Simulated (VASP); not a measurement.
# Zn in VASP: further runs

Runs on Zn. Level: PBEsol. Tasks: single point, relaxation of the atoms.

All numbers are computed with VASP 6.6.1; they aren't measurements. Logs are shortened: lines on timing, memory, paths and dates and some standing lists are left out, and cuts for length are marked.

**1. The cell of the first run**

The cell holds a slab with vacuum, 3 atoms: a = 2.590 Å, b = 2.590 Å, c = 20.918 Å, α = 90.00°, β = 90.00°, γ = 120.00°.

**2. Single point, PBEsol**

Input file INCAR:

```
SYSTEM = Zn
  ALGO = Normal
  DIPOL = 0.5 0.5 0.500
  EDIFF = 1E-7
  ENCUT = 520
  GGA = PS
  IDIPOL = 3
  ISIF = 2
  ISMEAR = -1
  LASPH = .True.
  LCHARG = .False.
  LDIPOL = .True.
  LREAL = .False.
  LWAVE = .False.
  NBANDS = 25
  NELM = 100
  PREC = Accurate
  SIGMA = 0.1
```

Input file KPOINTS:

```
k-points
0
Gamma
  16 16 1
  0 0 0
```

Input file POSCAR:

```
Zn
1.0
    2.5896975848      0.0000000000      0.0000000000
   -1.2948487924      2.2427438966      0.0000000000
    0.0000000000      0.0000000000     20.9176000000
Zn
3
Direct
    0.0000000000      0.0000000000      0.3824522471
    0.3333333340      0.6666666660      0.5000000000
    0.0000000000      0.0000000000      0.6175477529
```

Potentials or basis: VASP PAW PBE potentials, release 64 (Zn).

Started as:

```sh
> cat potpaw_PBE.64/Zn/POTCAR > POTCAR
> mpirun -np 1 vasp_std > vasp.out
```

OUTCAR:

```text
SYSTEM = Zn
   EDIFF = 1E-7
   ENCUT = 520
   GGA = PS
   ISIF = 2
   ISMEAR = -1
   LASPH = .True.
   LREAL = .False.
   NELM = 100
   PREC = Accurate

 ion  position               nearest neighbor table
   1  0.000  0.000  0.382-   2 2.88   2 2.88   2 2.88
   2  0.333  0.667  0.500-   1 2.88   3 2.88   1 2.88   3 2.88   1 2.88   3 2.88
   3  0.000  0.000  0.618-   2 2.88   2 2.88   2 2.88

  LATTYP: Found a hexagonal cell.
 ALAT       =     2.5896975848
 C/A-ratio  =     8.0772365556

  Lattice vectors:

 A1 = (   2.5896975848,   0.0000000000,   0.0000000000)
 A2 = (  -1.2948487924,   2.2427438966,   0.0000000000)
 A3 = (   0.0000000000,   0.0000000000,  20.9176000000)

Analysis of symmetry for initial positions (statically):
=====================================================================
 Subroutine PRICEL returns:
 Original cell was already a primitive cell.

 Routine SETGRP: Setting up the symmetry group for a
 hexagonal supercell.

 Subroutine GETGRP returns: Found 12 space group operations
 (whereof 12 operations were pure point group operations)
 out of a pool of 24 trial point group operations.

The static configuration has the point symmetry D_3h.

Analysis of symmetry for dynamics (positions and initial velocities):
=====================================================================
 Subroutine PRICEL returns:
 Original cell was already a primitive cell.

 Routine SETGRP: Setting up the symmetry group for a
 hexagonal supercell.

 Subroutine GETGRP returns: Found 12 space group operations
 (whereof 12 operations were pure point group operations)
 out of a pool of 24 trial point group operations.

The dynamic configuration has the point symmetry D_3h.

 Subroutine INISYM returns: Found 12 space group operations
 (whereof 12 operations are pure point group operations),
 and found     1 'primitive' translations

----------------------------------------------------------------------------------------

                                     Primitive cell

  volume of cell :     121.4900

  direct lattice vectors                    reciprocal lattice vectors
     2.589697585  0.000000000  0.000000000     0.386145473  0.222941193  0.000000000
    -1.294848792  2.242743897  0.000000000     0.000000000  0.445882386  0.000000000
     0.000000000  0.000000000 20.917600000     0.000000000  0.000000000  0.047806632

  length of vectors
     2.589697585  2.589697585 20.917600000     0.445882386  0.445882386  0.047806632

  position of ions in fractional coordinates (direct lattice)
     0.000000000  0.000000000  0.382452247
     0.333333334  0.666666666  0.500000000
     0.000000000  0.000000000  0.617547753

  ion indices of the primitive-cell ions
   primitive index   ion index
                 1           1
                 2           2
                 3           3

----------------------------------------------------------------------------------------

 KPOINTS: k-points

Automatic generation of k-mesh.
 Grid dimensions read from file:
 generate k-points for:   16   16    1

 Generating k-lattice:

  Cartesian coordinates                     Fractional coordinates (reciprocal lattice)
     0.024134092  0.013933825  0.000000000     0.062500000 -0.000000000  0.000000000
     0.000000000  0.027867649  0.000000000     0.000000000  0.062500000  0.000000000
     0.000000000  0.000000000  0.047806632     0.000000000  0.000000000  1.000000000

  Length of vectors
     0.027867649  0.027867649  0.047806632

  Shift w.r.t. Gamma in fractional coordinates (k-lattice)
     0.000000000  0.000000000  0.000000000

 Subroutine IBZKPT returns following result:
 ===========================================

 Found     30 irreducible k-points:

 Following reciprocal coordinates:
            Coordinates               Weight
  0.000000  0.000000  0.000000      1.000000
  0.062500 -0.000000  0.000000      6.000000
  0.125000 -0.000000  0.000000      6.000000
  0.187500 -0.000000  0.000000      6.000000
  0.250000 -0.000000  0.000000      6.000000
  0.312500  0.000000  0.000000      6.000000
[... 16 lines left out ...]
  0.187500  0.187500  0.000000      6.000000
  0.250000  0.187500  0.000000     12.000000
 [... further k-points ...]
   k-points           NKPTS =     30   k-points in BZ     NKDIM =     30   number of bands    NBANDS=     25
   number of dos      NEDOS =    301   number of ions     NIONS =      3
   total plane-waves  NPLWV =  64000
   dimension x,y,z NGX =    20 NGY =   20 NGZ =  160
   dimension x,y,z NGXF=    40 NGYF=   40 NGZF=  320
   ions per type =               3
   NGX,Y,Z   is equivalent  to a cutoff of  12.84, 12.84, 12.72 a.u.
   NGXF,Y,Z  is equivalent  to a cutoff of  25.68, 25.68, 25.43 a.u.
 SYSTEM =  Zn
   PREC   = accura    normal or accurate (medium, high low for compatibility)
   ISTART =      0    job   : 0-new  1-cont  2-samecut
   ICHARG =      2    charge: 1-file 2-atom 10-const
   ISPIN  =      1    spin polarized calculation?
   LNONCOLLINEAR =      F non collinear calculations
   LSORBIT =      F    spin-orbit coupling
   LASPH  =      T    aspherical Exc in radial PAW
   ENCUT  =  520.0 eV  38.22 Ry    6.18 a.u.   4.82  4.82 38.89*2*pi/ulx,y,z
   NELM   =    100;   NELMIN=  2; NELMDL= -5     # of ELM steps
   EDIFF  = 0.1E-06   stopping-criterion for ELM
   LREAL  =      F    real-space projection
   EDIFFG = 0.1E-05   stopping-criterion for IOM
   NSW    =      0    number of steps for IOM
   IBRION =     -1    ionic relax: 0-MD 1-quasi-New 2-CG
   NFREE  =      0    steps in history (QN), initial steepest desc. (CG)
   ISIF   =      2    stress and relaxation
   ISYM   =      2    0-nonsym 1-usesym 2-fastsym
   POTIM  = 0.5000    time-step for ionic-motion
   TEBEG  =    0.0;   TEEND  =   0.0 temperature during run
   PSTRESS=    0.0 pullay stress
   NELECT =      36.0000    total number of electrons
   NUPDOWN=      -1.0000    fix difference up-down
   EMIN   =  10.00;   EMAX   =-10.00  energy-range for DOS
   EFERMI =   0.00;   METHOD = LEGACY
   ISMEAR =    -1;   SIGMA  =   0.10  broadening in eV -4-tet -1-fermi 0-gaus
   EFERMI_NEDOS =   21; number of points for ismear=-14 and -15
   IALGO  =     38    algorithm
   IMIX   =      4    mixing-type and parameters
     AMIX     =   0.40;   BMIX     =  1.00
     AMIX_MAG =   1.60;   BMIX_MAG =  1.00
  volume/ion in A,a.u.               =      40.50       273.29
  Fermi-wavevector in a.u.,A,eV,Ry     =   1.091429  2.062502 16.207493  1.191217
  Thomas-Fermi vector in A             =   2.227674
   LORBIT       =      0    0 simple, 1 ext, 2 COOP (PROOUT), +10 PAW based schemes
   GGA     = PS    functional components
   LHFCALC =     F    Hartree Fock is set to
   AEXX    =    0.0000 exact exchange contribution
   IVDW    =     0    specifies the selected vdW correction
   LEPSILON=     F    determine dielectric tensor
   LRPA    =     F    only Hartree local field effects (RPA)
 non-spin polarized calculation
  energy-cutoff  :      520.00
  volume of cell :      121.49
 maximum number of plane-waves:      3303
 NGX is ok and might be reduce to    20
   NGX =  9   NGY =  9   NGZ = 77

 dipolmoment           0.000000      0.000000      0.000000 electrons x Angstroem

 number of electron      35.9999993 magnetization

 dipolmoment           0.000000      0.000000     -0.000000 electrons x Angstroem

 Free energy of the ion-electron system (eV)
  ---------------------------------------------------
  ext. energy  EPLUGINS =         0.00000000
  ---------------------------------------------------
  free energy    TOTEN  =        -4.41824351 eV

  energy without entropy =       -4.38586909  energy(sigma->0) =       -4.40205630

 E-fermi :  -1.6877     XC(G=0):  -5.0042

 val. band max:       -1.7736096590   @ k =   0.3750   0.1250   0.0000
 cond. band min:      -1.6830779551   @ k =   0.3750   0.2500   0.0000
 fundamental gap:      0.0905317039
 Fermi energy:        -1.6876683383

 k-point     1 :       0.0000    0.0000    0.0000
  band No.  band energies     occupation
      1     -11.8507      2.00000
      2     -10.6633      2.00000
      3     -10.3294      2.00000
      4      -9.4653      2.00000
      5      -9.2852      2.00000
      6      -9.2852      2.00000
[... 17 lines left out ...]
     24       4.0485      0.00000
     25       6.4744      0.00000

 k-point     2 :       0.0625   -0.0000    0.0000
  band No.  band energies     occupation
      1     -11.7293      2.00000
      2     -10.5599      2.00000
      3     -10.2624      2.00000
      4      -9.4528      2.00000
      5      -9.3022      2.00000
      6      -9.2545      2.00000
[... 17 lines left out ...]
     24       4.1622      0.00000
     25       6.5912      0.00000

 k-point     3 :       0.1250   -0.0000    0.0000
  band No.  band energies     occupation
      1     -11.3740      2.00000
      2     -10.2742      2.00000
      3     -10.0844      2.00000
      4      -9.4235      2.00000
      5      -9.3398      2.00000
      6      -9.1882      2.00000
[... 17 lines left out ...]
     24       4.5030      0.00000
     25       6.9392      0.00000

 k-point     4 :       0.1875   -0.0000    0.0000
  band No.  band energies     occupation
      1     -10.8270      2.00000
      2      -9.9186      2.00000
      3      -9.8787      2.00000
      4      -9.3977      2.00000
      5      -9.3580      2.00000
      6      -9.3196      2.00000
[... 17 lines left out ...]
     24       5.0681      0.00000
     25       7.5086      0.00000
[... 477 lines left out ...]
 k-point    22 :       0.4375    0.1250    0.0000
  band No.  band energies     occupation
      1      -9.9631      2.00000
      2      -9.8038      2.00000
      3      -9.7371      2.00000
      4      -9.6335      2.00000
      5      -9.4573      2.00000
      6      -9.2691      2.00000
[... 17 lines left out ...]
     24       6.4875      0.00000
     25       6.9461      0.00000

 k-point    23 :       0.1875    0.1875    0.0000
  band No.  band energies     occupation
      1      -9.6376      2.00000
      2      -9.6104      2.00000
      3      -9.5913      2.00000
      4      -9.4870      2.00000
      5      -9.3296      2.00000
      6      -9.2741      2.00000
[... 17 lines left out ...]
     24       5.9079      0.00000
     25       6.8970      0.00000

 k-point    24 :       0.2500    0.1875    0.0000
  band No.  band energies     occupation
      1      -9.6818      2.00000
      2      -9.6565      2.00000
      3      -9.5477      2.00000
      4      -9.3961      2.00000
      5      -9.3814      2.00000
      6      -9.2235      2.00000
[... 17 lines left out ...]
     24       6.2456      0.00000
     25       6.7511      0.00000

 [... further k-points ...]

------------------------ aborting loop because EDIFF is reached ----------------------------------------

 vacuum level on the upper side and lower side of the slab       (xc-potential included)        -0.076        -0.076

  FORCE on cell =-STRESS in cart. coord.  units (eV):
  Direction    XX          YY          ZZ          XY          YZ          ZX
  --------------------------------------------------------------------------------------
  -------------------------------------------------------------------------------------
  Total       -0.8303571     -0.8303571     -0.3827127      0.0000000      0.0000000      0.0000000
  in kB      -10.9505242    -10.9505242     -5.0471112      0.0000000      0.0000000      0.0000000
  external PRESSURE =      -8.9827198 kB  Pullay stress =       0.0000000 kB

 VOLUME and BASIS-vectors are now :
 -----------------------------------------------------------------------------
  energy-cutoff  :      520.00
  volume of cell :      121.49
      direct lattice vectors                 reciprocal lattice vectors
     2.589697585  0.000000000  0.000000000     0.386145473  0.222941193  0.000000000
    -1.294848792  2.242743897  0.000000000     0.000000000  0.445882386  0.000000000
     0.000000000  0.000000000 20.917600000     0.000000000  0.000000000  0.047806632

 POSITION                                       TOTAL-FORCE (eV/Angst)
 -----------------------------------------------------------------------------------
      0.00000      0.00000      7.99998        -0.000000     -0.000000      0.077240
      0.00000      1.49516     10.45880         0.000000      0.000000      0.000000
      0.00000      0.00000     12.91762        -0.000000     -0.000000     -0.077240
 -----------------------------------------------------------------------------------
    total drift:                                0.000003     -0.000002     -0.000000

  FREE ENERGIE OF THE ION-ELECTRON SYSTEM (eV)
  ---------------------------------------------------
  free  energy   TOTEN  =        -4.4182435050 eV

  energy  without entropy=       -4.3858690896  energy(sigma->0) =       -4.40205630

 vacuum level on the upper side and lower side of the slab         2.596         2.596
```

Wall time 2.2 min (1 thread of Intel Xeon Platinum 8259CL at 2.50GHz (Skylake/Cascade Lake), shared host); peak memory 0.27 GiB.

What came out:

* Free energy: -4.4182 eV
* Largest force: 0.077 eV/Å
* Band gap on the k mesh: zero (bands 18 and 19 overlap by 3.78 eV)

Forces in eV/Å, atoms in the order of the input:
```
Zn   0.000  0.000  0.077
Zn   0.000  0.000  0.000
Zn   0.000  0.000 -0.077
```

Levels at points of the mesh, in eV from the Fermi level:
```tsv
k point	band 15	band 16	band 17	band 18	band 19	band 20	band 21	band 22
(0.00, 0.00, 0.00)	-6.84	-6.82	-6.82	-5.00	-2.27	1.54	3.83	4.23
(0.50, 0.00, 0.00)	-6.51	-2.26	-1.47	-1.21	0.97	1.86	2.77	5.17
```

Caveat: the PAW data sets were made with another functional, which shifts forces and pressure a little.

**3. Single point, PBEsol**

Input file INCAR:

```
SYSTEM = Zn
PREC = Accurate
ENCUT = 520
EDIFF = 1E-6
ISMEAR = -1
SIGMA = 0.1
LREAL = .False.
LASPH = .True.
NELM = 80
ALGO = Normal
ISIF = 2
LWAVE = .False.
LCHARG = .False.
LDIPOL = .True.
IDIPOL = 3
DIPOL = 0.5 0.5 0.500
GGA = PS
NBANDS = 25
```

Input file KPOINTS:

```
regular mesh
0
Gamma
  16 16 1
  0 0 0
```

Input file POSCAR:

```
Zn
1.0
    2.5896975848      0.0000000000      0.0000000000
   -1.2948487924      2.2427438966      0.0000000000
    0.0000000000      0.0000000000     20.9176000000
Zn
3
Direct
    0.0000000000      0.0000000000      0.3863117081
    0.3333333333      0.6666666667      0.4999999975
    0.0000000000      0.0000000000      0.6136882944
```

Potentials or basis: VASP PAW PBE potentials, release 64 (Zn).

Started as:

```sh
> cat potpaw_PBE.64/Zn/POTCAR > POTCAR
> mpirun -np 1 vasp_std > vasp.out
```

It took 2 min on 1 thread of Intel Xeon Platinum 8259CL at 2.50GHz (Skylake/Cascade Lake), shared host; peak memory 0.26 GiB.

It converged, with:

| Property | Result |
| --- | --- |
| Free energy | -4.4242 eV |
| Largest force | 0.014 eV/Å |
| Band gap on the k mesh | zero (bands 18 and 19 overlap by 3.55 eV) |

Forces on the atoms (eV/Å):
```
Zn   0.000  0.000 -0.014
Zn   0.000  0.000  0.000
Zn   0.000  0.000  0.014
```

Levels at points of the mesh, in eV from the Fermi level:
```tsv
k point	band 15	band 16	band 17	band 18	band 19	band 20	band 21	band 22
(0.00, 0.00, 0.00)	-6.85	-6.83	-6.83	-4.86	-2.20	1.86	3.95	4.22
(0.50, 0.00, 0.00)	-6.53	-2.42	-1.58	-1.28	0.96	2.02	2.90	5.26
```

Caveat: the PAW data sets were made with another functional, which shifts forces and pressure a little.

**4. Relaxation of the atoms, PBEsol**

Input file INCAR:

```
SYSTEM = Zn
PREC     = Accurate       ! precision mode
ENCUT    = 520            ! plane-wave cutoff, eV
EDIFF    = 1E-6           ! SCF threshold, eV
ISMEAR   = -1             ! smearing method
SIGMA    = 0.1            ! smearing width, eV
LREAL    = .False.        ! projectors in reciprocal space
LASPH    = .True.         ! aspherical terms in the spheres
NELM     = 80             ! most SCF steps
ALGO     = Normal         ! electronic algorithm
ISIF     = 2              ! what is computed and relaxed
LWAVE    = .False.        ! write WAVECAR
LCHARG   = .False.        ! write CHGCAR
LDIPOL   = .True.       
IDIPOL   = 3            
DIPOL    = 0.5 0.5 0.500
GGA      = PS             ! functional
IBRION   = 2              ! ionic algorithm
NSW      = 32             ! ionic steps
EDIFFG   = -0.01          ! ionic threshold
```

KPOINTS is that of step 3.

POSCAR is that of step 3.

Started as:

```sh
> cat potpaw_PBE.64/Zn/POTCAR > POTCAR
> mpirun -np 1 vasp_std > vasp.out
```

Run time: 1.9 min. Hardware: 1 thread of AMD EPYC 7R13 (Zen 3), shared host; peak memory 0.23 GiB.

Results (log left out):

```
Free energy                  : -4.4243 eV
Energy gained by relaxing    : 0.0 meV/atom
Ionic steps                  : 3
Largest force after relaxing : 0.008 eV/Å
Band gap on the k mesh       : zero (bands 18 and 19 overlap by 3.56 eV)
```

Forces on the atoms (eV/Å):
```
Zn   0.000  0.000 -0.008
Zn   0.000  0.000  0.000
Zn   0.000  0.000  0.008
```

Final structure:
```cif
data_structure
_symmetry_space_group_name_H-M 'P 1'
_symmetry_Int_Tables_number 1
_cell_length_a 2.5897
_cell_length_b 2.5897
_cell_length_c 20.9176
_cell_angle_alpha 90.000
_cell_angle_beta 90.000
_cell_angle_gamma 120.000
_cell_volume 121.49
loop_
_atom_site_label
_atom_site_type_symbol
_atom_site_fract_x
_atom_site_fract_y
_atom_site_fract_z
_atom_site_occupancy
Zn1 Zn 0.00000 0.00000 0.38618 1
Zn2 Zn 0.33333 0.66667 0.50000 1
Zn3 Zn 0.00000 0.00000 0.61382 1
```

Levels at points of the mesh, in eV from the Fermi level:
| k point | band 14 | band 15 | band 16 | band 17 | band 18 | band 19 | band 20 | band 21 | band 22 |
| --- | --- | --- | --- | --- | --- | --- | --- | --- | --- |
| (0.00, 0.00, 0.00) | -6.85 | -6.85 | -6.83 | -6.83 | -4.87 | -2.20 | 1.85 | 3.95 | 4.28 |
| (0.50, 0.00, 0.00) | -6.53 | -6.53 | -2.41 | -1.58 | -1.28 | 0.96 | 2.01 | 2.89 | 5.25 |

Caveat: the PAW data sets were made with another functional, which shifts forces and pressure a little.

**5. The runs side by side**

```tsv
task	cell	gap on the mesh (eV)	largest force (eV/Å)
single point	as given, atomic positions A	none	0.08
single point	as given, atomic positions B	none	0.01
relaxation of the atoms	atoms relaxed, atomic positions B	none	0.01
```

Alike in all rows: level PBEsol; potentials or basis VASP PAW PBE potentials, release 64 (Zn); no spin polarisation; k mesh 16 × 16 × 1; cutoff (eV) 520; smearing fermi-dirac 0.1 eV.

Caveats: the PAW data sets were made with another functional, which shifts forces and pressure a little.

Absolute energies hang on the potentials; compare differences alone.
